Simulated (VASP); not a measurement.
# PbS (R3m) in VASP: single point with PBE0

Aim: the single point of PbS with PBE0.

Program: VASP 6.6.1. These are calculated values, not measurements. Logs are shortened: lines on timing, memory, paths and dates and some standing lists are left out, and cuts for length are marked.

### 1 The cell of the first run

The structure is trigonal, space group R3m (No. 160). Conventional cell: a = 4.225 Å, b = 4.225 Å, c = 10.356 Å, α = 90.00°, β = 90.00°, γ = 120.00°. Pb (site symmetry 3m) has 6 S at 2.96 to 3.02 Å within 3.9 Å. S (site symmetry 3m) has 6 Pb at 2.96 to 3.02 Å within 3.9 Å.

### 2 Single point, PBE0

Contents of POSCAR:

```
PbS
1.0
    2.1126617058      1.2197458045      3.4519162518
   -2.1126617058      1.2197458045      3.4519162518
    0.0000000000     -2.4394916091      3.4519162518
Pb S
1 1
Direct
    0.9805657800      0.9805657800      0.9805657800
    0.4750355500      0.4750355500      0.4750355500
```

Contents of INCAR.step1:

```
ALGO = Normal
EDIFF = 1E-5
ENCUT = 520
GGA = PE
ISIF = 2
ISMEAR = -1
LASPH = T
LCHARG = F
LREAL = F
LWAVE = T
NBANDS = 17
NELM = 80
PREC = Accurate
SIGMA = 0.05
```

Contents of INCAR.step2:

```
AEXX = 0.25
ALGO = Normal
EDIFF = 1E-6
ENCUT = 520
GGA = PE
ISIF = 2
ISMEAR = -1
ISTART = 1
LASPH = T
LCHARG = F
LHFCALC = T
LREAL = F
LWAVE = F
NBANDS = 17
NELM = 80
PREC = Accurate
PRECFOCK = Normal
SIGMA = 0.05
```

Contents of KPOINTS:

```
k-points
0
Gamma
  4 4 4
```

Potentials or basis: VASP PAW PBE potentials, release 64 (Pb_d, S).

The run is started by

```console
$ cat potpaw_PBE.64/Pb_d/POTCAR potpaw_PBE.64/S/POTCAR > POTCAR
$ cp INCAR.step1 INCAR
$ mpirun -np 1 vasp_std > vasp.out
$ cp INCAR.step2 INCAR
$ mpirun -np 1 vasp_std > vasp.out
```

OUTCAR:

```text
AEXX = 0.25
   EDIFF = 1E-6
   ENCUT = 520
   GGA = PE
   ISIF = 2
   ISMEAR = -1
   ISTART = 1
   LASPH = T
   LHFCALC = T
   LREAL = F
   NELM = 80
   PREC = Accurate
   PRECFOCK = Normal

 ion  position               nearest neighbor table
   1  0.981  0.981  0.981-   2 2.96   2 2.96   2 2.96   2 3.02   2 3.02   2 3.02
   2  0.475  0.475  0.475-   1 2.96   1 2.96   1 2.96   1 3.02   1 3.02   1 3.02

  LATTYP: Found a trigonal (rhomboedric) cell.
 ALAT       =     4.2269191050
 COS(alpha) =     0.5003774362

  Lattice vectors:

 A1 = (   2.1126617058,   1.2197458045,   3.4519162518)
 A2 = (  -2.1126617058,   1.2197458045,   3.4519162518)
 A3 = (   0.0000000000,  -2.4394916091,   3.4519162518)

Analysis of symmetry for initial positions (statically):
=====================================================================
 Subroutine PRICEL returns:
 Original cell was already a primitive cell.

 Routine SETGRP: Setting up the symmetry group for a
 trigonal (rhombohedral) supercell.

 Subroutine GETGRP returns: Found  6 space group operations
 (whereof  6 operations were pure point group operations)
 out of a pool of 12 trial point group operations.

The static configuration has the point symmetry C_3v.

Analysis of symmetry for dynamics (positions and initial velocities):
=====================================================================
 Subroutine PRICEL returns:
 Original cell was already a primitive cell.

 Routine SETGRP: Setting up the symmetry group for a
 trigonal (rhombohedral) supercell.

 Subroutine GETGRP returns: Found  6 space group operations
 (whereof  6 operations were pure point group operations)
 out of a pool of 12 trial point group operations.

The dynamic configuration has the point symmetry C_3v.

 Subroutine INISYM returns: Found  6 space group operations
 (whereof  6 operations are pure point group operations),
 and found     1 'primitive' translations

----------------------------------------------------------------------------------------

                                     Primitive cell

  volume of cell :      53.3717

  direct lattice vectors                    reciprocal lattice vectors
     2.112661706  1.219745805  3.451916252     0.236668274  0.136640492  0.096564722
    -2.112661706  1.219745805  3.451916252    -0.236668274  0.136640492  0.096564722
     0.000000000 -2.439491609  3.451916252     0.000000000 -0.273280984  0.096564722

  length of vectors
     4.226919105  4.226919105  4.226919105     0.289840028  0.289840028  0.289840028

  position of ions in fractional coordinates (direct lattice)
     0.980565780  0.980565780  0.980565780
     0.475035550  0.475035550  0.475035550

  ion indices of the primitive-cell ions
   primitive index   ion index
                 1           1
                 2           2

----------------------------------------------------------------------------------------

 KPOINTS: k-points

Automatic generation of k-mesh.
 Grid dimensions read from file:
 generate k-points for:    4    4    4

 Generating k-lattice:

  Cartesian coordinates                     Fractional coordinates (reciprocal lattice)
     0.059167069  0.034160123  0.024141181     0.250000000  0.000000000  0.000000000
    -0.059167069  0.034160123  0.024141181     0.000000000  0.250000000  0.000000000
     0.000000000 -0.068320246  0.024141181     0.000000000  0.000000000  0.250000000

  Length of vectors
     0.072460007  0.072460007  0.072460007

  Shift w.r.t. Gamma in fractional coordinates (k-lattice)
     0.000000000  0.000000000  0.000000000

 Subroutine IBZKPT returns following result:
 ===========================================

 Found     13 irreducible k-points:

 Following reciprocal coordinates:
            Coordinates               Weight
  0.000000  0.000000  0.000000      1.000000
  0.250000  0.000000  0.000000      6.000000
  0.500000  0.000000  0.000000      3.000000
  0.250000  0.250000  0.000000      6.000000
  0.500000  0.250000 -0.000000     12.000000
 -0.250000  0.250000  0.000000      6.000000
  0.500000  0.500000  0.000000      3.000000
  0.250000  0.250000  0.250000      2.000000
  0.500000  0.250000  0.250000      6.000000
 -0.250000  0.250000  0.250000      6.000000
  0.500000  0.500000  0.250000      6.000000
 -0.250000  0.500000  0.250000      6.000000
  0.500000  0.500000  0.500000      1.000000
   k-points           NKPTS =     13   k-points in BZ     NKDIM =     64   number of bands    NBANDS=     17
   number of dos      NEDOS =    301   number of ions     NIONS =      2
   total plane-waves  NPLWV =  32768
   dimension x,y,z NGX =    32 NGY =   32 NGZ =   32
   dimension x,y,z NGXF=    64 NGYF=   64 NGZF=   64
   ions per type =               1   1
   NGX,Y,Z   is equivalent  to a cutoff of  12.59, 12.59, 12.59 a.u.
   NGXF,Y,Z  is equivalent  to a cutoff of  25.17, 25.17, 25.17 a.u.
 SYSTEM =  unknown system
   PREC   = accura    normal or accurate (medium, high low for compatibility)
   ISTART =      1    job   : 0-new  1-cont  2-samecut
   ICHARG =      0    charge: 1-file 2-atom 10-const
   ISPIN  =      1    spin polarized calculation?
   LNONCOLLINEAR =      F non collinear calculations
   LSORBIT =      F    spin-orbit coupling
   LASPH  =      T    aspherical Exc in radial PAW
   ENCUT  =  520.0 eV  38.22 Ry    6.18 a.u.   7.86  7.86  7.86*2*pi/ulx,y,z
   NELM   =     80;   NELMIN=  2; NELMDL=  0     # of ELM steps
   EDIFF  = 0.1E-05   stopping-criterion for ELM
   LREAL  =      F    real-space projection
   EDIFFG = 0.1E-04   stopping-criterion for IOM
   NSW    =      0    number of steps for IOM
   IBRION =     -1    ionic relax: 0-MD 1-quasi-New 2-CG
   NFREE  =      0    steps in history (QN), initial steepest desc. (CG)
   ISIF   =      2    stress and relaxation
   ISYM   =      3    0-nonsym 1-usesym 2-fastsym
   POTIM  = 0.5000    time-step for ionic-motion
   TEBEG  =    0.0;   TEEND  =   0.0 temperature during run
   PSTRESS=    0.0 pullay stress
   NELECT =      20.0000    total number of electrons
   NUPDOWN=      -1.0000    fix difference up-down
   EMIN   =  10.00;   EMAX   =-10.00  energy-range for DOS
   EFERMI =   0.00;   METHOD = LEGACY
   ISMEAR =    -1;   SIGMA  =   0.05  broadening in eV -4-tet -1-fermi 0-gaus
   EFERMI_NEDOS =   21; number of points for ismear=-14 and -15
   IALGO  =     38    algorithm
   IMIX   =      1    mixing-type and parameters
     AMIX     =   0.40;   BMIX     =  1.00
     AMIX_MAG =   1.60;   BMIX_MAG =  1.00
  volume/ion in A,a.u.               =      26.69       180.08
  Fermi-wavevector in a.u.,A,eV,Ry     =   1.180270  2.230386 18.953411  1.393036
  Thomas-Fermi vector in A             =   2.316565
   LORBIT       =      0    0 simple, 1 ext, 2 COOP (PROOUT), +10 PAW based schemes
   GGA     = PE    functional components
   LHFCALC =     T    Hartree Fock is set to
   PRECFOCK=normal    Normal, Fast or Accurate (Low or Medium for compatibility)
   ENCUT4O =  -1.0   cutoff for four orbital integrals eV
   NKREDX  =     1    reduce k-point grid by
   NKREDY  =     1    reduce k-point grid by
   NKREDZ  =     1    reduce k-point grid by
   AEXX    =    0.2500 exact exchange contribution
   HFSCREEN=    0.0000 screening length (either q_TF or 0.3 A-1)
   HFSCREENC=   0.0000 screening length for correlation (either q_TF or 0.3 A-1)
   ENCUTFOCK=  -1.0 apply spherical cutoff to Coloumb kernel
   IVDW    =     0    specifies the selected vdW correction
   LEPSILON=     F    determine dielectric tensor
   LRPA    =     F    only Hartree local field effects (RPA)
 non-spin polarized calculation
  energy-cutoff  :      520.00
  volume of cell :       53.37
 maximum number of plane-waves:      1459
  NGX = 24; NGY = 24; NGZ = 24

 number of electron      20.0000002 magnetization

 Free energy of the ion-electron system (eV)
  ---------------------------------------------------
  ext. energy  EPLUGINS =         0.00000000
  ---------------------------------------------------
  free energy    TOTEN  =       -11.45777563 eV

  energy without entropy =      -11.45777560  energy(sigma->0) =      -11.45777561

 E-fermi :   5.6432     XC(G=0):  -7.5765

 val. band max:        4.8529362118   @ k =   0.5000   0.0000   0.0000
 cond. band min:       6.4335181108   @ k =   0.5000   0.0000   0.0000
 fundamental gap:      1.5805818990
 Fermi energy:         5.6432183634

 k-point     1 :       0.0000    0.0000    0.0000
  band No.  band energies     occupation
      1     -13.7276      2.00000
      2     -13.7272      2.00000
      3     -13.7272      2.00000
      4     -13.7234      2.00000
      5     -13.7234      2.00000
      6     -10.1246      2.00000
[... 9 lines left out ...]
     16      13.1231      0.00000
     17      14.9718      0.00000

 k-point     2 :       0.2500    0.0000    0.0000
  band No.  band energies     occupation
      1     -13.7410      2.00000
      2     -13.7404      2.00000
      3     -13.7257      2.00000
      4     -13.7060      2.00000
      5     -13.7058      2.00000
      6      -9.6041      2.00000
[... 9 lines left out ...]
     16      14.3893      0.00000
     17      18.2805      0.00000

 k-point     3 :       0.5000    0.0000    0.0000
  band No.  band energies     occupation
      1     -13.7574      2.00000
      2     -13.7566      2.00000
      3     -13.7252      2.00000
      4     -13.6854      2.00000
      5     -13.6851      2.00000
      6      -8.8607      2.00000
[... 9 lines left out ...]
     16      16.7632      0.00000
     17      17.0714      0.00000

 k-point     4 :       0.2500    0.2500    0.0000
  band No.  band energies     occupation
      1     -13.7836      2.00000
      2     -13.7389      2.00000
      3     -13.7117      2.00000
      4     -13.7005      2.00000
      5     -13.7003      2.00000
      6      -9.4088      2.00000
[... 9 lines left out ...]
     16      16.4718      0.00000
     17      16.5906      0.00000
[... 123 lines left out ...]
      1     -13.8141      2.00000
      2     -13.7291      2.00000
      3     -13.7266      2.00000
      4     -13.6924      2.00000
      5     -13.6805      2.00000
      6      -8.6577      2.00000
[... 9 lines left out ...]
     16      17.3924      0.00000
     17      18.0282      0.00000

 k-point    12 :      -0.2500    0.5000    0.2500
  band No.  band energies     occupation
      1     -13.8344      2.00000
      2     -13.7256      2.00000
      3     -13.7126      2.00000
      4     -13.7124      2.00000
      5     -13.6719      2.00000
      6      -8.3800      2.00000
[... 9 lines left out ...]
     16      18.5936      0.00000
     17      19.0022      0.00000

 k-point    13 :       0.5000    0.5000    0.5000
  band No.  band energies     occupation
      1     -13.7567      2.00000
      2     -13.7567      2.00000
      3     -13.7256      2.00000
      4     -13.6852      2.00000
      5     -13.6852      2.00000
      6      -8.8673      2.00000
[... 9 lines left out ...]
     16      16.7642      0.00000
     17      17.0848      0.00000

------------------------ aborting loop because EDIFF is reached ----------------------------------------

  FORCE on cell =-STRESS in cart. coord.  units (eV):
  Direction    XX          YY          ZZ          XY          YZ          ZX
  --------------------------------------------------------------------------------------
  -------------------------------------------------------------------------------------
  Total       -0.1133875     -0.1133875     -0.1075275      0.0000000      0.0000000      0.0000000
  in kB       -3.4038066     -3.4038066     -3.2278934      0.0000000      0.0000000      0.0000000
  external PRESSURE =      -3.3451689 kB  Pullay stress =       0.0000000 kB

 VOLUME and BASIS-vectors are now :
 -----------------------------------------------------------------------------
  energy-cutoff  :      520.00
  volume of cell :       53.37
      direct lattice vectors                 reciprocal lattice vectors
     2.112661706  1.219745805  3.451916252     0.236668274  0.136640492  0.096564722
    -2.112661706  1.219745805  3.451916252    -0.236668274  0.136640492  0.096564722
     0.000000000 -2.439491609  3.451916252     0.000000000 -0.273280984  0.096564722

 POSITION                                       TOTAL-FORCE (eV/Angst)
 -----------------------------------------------------------------------------------
      0.00000     -0.00000     10.15449         0.000000     -0.000000      0.025949
      0.00000     -0.00000      4.91935         0.000000      0.000000     -0.025949
 -----------------------------------------------------------------------------------
    total drift:                                0.000007      0.000006     -0.000124

  FREE ENERGIE OF THE ION-ELECTRON SYSTEM (eV)
  ---------------------------------------------------
  free  energy   TOTEN  =       -11.4577756263 eV

  energy  without entropy=      -11.4577755997  energy(sigma->0) =      -11.45777561
```

Run time: 12 min. Hardware: 1 thread of Intel Xeon Platinum 8375C at 2.90GHz (Ice Lake), shared host; peak memory 0.19 GiB.

What came out:

```yaml
Free_energy: -11.4578 eV
Pressure: -0.3 GPa
Largest_force: 0.026 eV/Å
Band_gap_on_the_k_mesh: 1.58 eV
```

Forces on the atoms (eV/Å):
```
Pb   0.000  0.000  0.026
S    0.000  0.000 -0.026
```

Levels at points of the mesh, in eV from the valence-band top:
```
           k point  band 6  band 7  band 8  band 9  band 10  band 11  band 12  band 13  band 14  band 15
(0.00, 0.00, 0.00)  -14.98   -6.47   -2.44   -2.44    -2.43     6.70     6.73     6.73     8.25     8.25
(0.50, 0.00, 0.00)  -13.71   -9.57   -2.04   -2.04     0.00     1.58     3.27     3.28    10.16    11.91
(0.50, 0.50, 0.00)  -13.27   -7.71   -5.69   -3.80    -3.79     5.17     7.17     7.27     7.28    12.96
(0.50, 0.50, 0.50)  -13.72   -9.56   -2.04   -2.04    -0.02     1.60     3.27     3.27    10.15    11.91
```

Caveat: the k points lie up to 0.46 Å⁻¹ apart; the PAW data sets were made with another functional, which shifts forces and pressure a little; spin-orbit coupling is left out, which moves the levels of the heavy elements. A k mesh can miss the band edges.
